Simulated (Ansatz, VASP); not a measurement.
## Ti: VASP beside Ansatz

```
Ti
1.0
     2.05211    0.00000    0.00000
    -1.02605    1.77718    0.00000
     0.00000    0.00000    3.97518
Ti
2
Direct
  0.33333 0.66667 0.25000
  0.66667 0.33333 0.75000
```

Change from the starting cell: volume scaled by 0.45, PAW files.

Alike in both runs: task single point; functional LDA; k mesh 15 × 15 × 8; occupations fermi-dirac, width 0.05 eV; no spin polarisation.

|  | VASP | Ansatz |
| --- | --- | --- |
| version | VASP 6.6.1 | Ansatz 0.2.0 |
| potentials or method | VASP PAW LDA potentials, release 64 (Ti_sv) | PAW with Ansatz's default frozen-core files, scalar-relativistic |
| plane-wave cutoff (eV) | 520 | 420 |
| valence electrons in the cell | 24 | 24 |

Ansatz gave:

| Item | Value |
| --- | --- |
| pressure (GPa) | 324.0 |
| traceless stress, the component that is largest in VASP (GPa) | 0.13 |

Question: Which values does VASP return?

Answer: Pressure (GPa): 339.0; traceless stress, the component that is largest in VASP (GPa): -10.13.

LDA's correlation is that of Perdew and Zunger in VASP and of Perdew and Wang (1992) in Ansatz. Both programs put the cell under a high pressure, so it lies far from rest at this level.

Noted on VASP's run: the cell as given lies far from equilibrium.
